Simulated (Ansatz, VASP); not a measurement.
**One calculation of MoS2, two programs**

File POSCAR:

```
MoS2
1.0
    3.1730196207      0.0000000000      0.0000000000
   -1.5865098103      2.7479155982      0.0000000000
    0.0000000000      0.0000000000     12.4359100517
Mo S
2 4
Direct
    0.6666666667      0.3333333333      0.2500000000
    0.3333333333      0.6666666667      0.7500000000
    0.3333333333      0.6666666667      0.3750994232
    0.6666666667      0.3333333333      0.8750994232
    0.3333333333      0.6666666667      0.1249005768
    0.6666666667      0.3333333333      0.6249005768
```

File INCAR.step1:

```
  PREC = Accurate
  ENCUT = 520
  ISMEAR = 0
  SIGMA = 0.01
  LREAL = F
  LASPH = T
  NELM = 80
  NBANDS = 35
  GGA = PE
  ALGO = Normal
  EDIFF = 1E-4
  LWAVE = T
  LCHARG = F
```

The input INCAR.step2:

```
  PREC = Accurate
  ENCUT = 520
  EDIFF = 1E-6
  ISMEAR = 0
  SIGMA = 0.01
  LREAL = F
  LASPH = T
  NELM = 80
  ALGO = Normal
  ISIF = 2
  LWAVE = F
  LCHARG = T
  METAGGA = R2SCAN
  LMIXTAU = T
  LELF = T
  LVHAR = T
  NBANDS = 35
  ISTART = 1
```

KPOINTS

```
regular mesh
0
Gamma
  12 12 2
```

Input for Ansatz:

```yaml
crystal:
  lattice:
    - [3.1730196207, 0.0, 0.0]
    - [-1.5865098103, 2.7479155982, 0.0]
    - [0.0, 0.0, 12.4359100517]
  atoms:
    - { symbol: Mo, position: [0.6666666667, 0.3333333333, 0.25] }
    - { symbol: Mo, position: [0.3333333333, 0.6666666667, 0.75] }
    - { symbol: S, position: [0.3333333333, 0.6666666667, 0.3750994232] }
    - { symbol: S, position: [0.6666666667, 0.3333333333, 0.8750994232] }
    - { symbol: S, position: [0.3333333333, 0.6666666667, 0.1249005768] }
    - { symbol: S, position: [0.6666666667, 0.3333333333, 0.6249005768] }
kpoints:
  mp_grid: { grid: [12, 12, 2] }
  band_path:
    path:
      - [0.0, 0.0, 0.0]
      - [0.5, 0.0, 0.0]
      - [0.3333333333, 0.3333333333, 0.0]
      - [0.0, 0.0, 0.5]
      - [0.5, 0.0, 0.5]
      - [0.3333333333, 0.3333333333, 0.5]
      - [0.177083, 0.177083, 0.0]
    npoints: 1
hamiltonian:
  xc: r2scan
scf:
  occupations: { method: fixed }
  n_extra_bands: 5
output:
  forces: true
  stress: true
  eigenvalues: true
```

Alike in both runs: task single point; functional r2SCAN; k mesh 12 × 12 × 2; no spin polarisation.

```csv
,VASP,Ansatz
version,VASP 6.6.1,Ansatz 0.2.0
potentials or method,"VASP PAW PBE potentials, release 64 (Mo_sv, S)","plane waves, PAW"
plane-wave cutoff (eV),520,500
occupations,"gaussian, width 0.01 eV",fixed
valence electrons in the cell,52,52
```

```tsv
	VASP	Ansatz	Ansatz less VASP
gap on the k mesh at the Fermi level (eV)	1.05	1.04	-0.011
pressure (GPa)	1.2	1.2	-0.05
traceless stress, the component that is largest in VASP (GPa)	-0.16	-0.10	+0.058
rms of the force components (eV/Å)	0.024	0.026	+0.0020
```

VASP's potentials were made for PBE, not for r2SCAN. Atom by atom the forces differ by 0.002 eV/Å (rms over components).
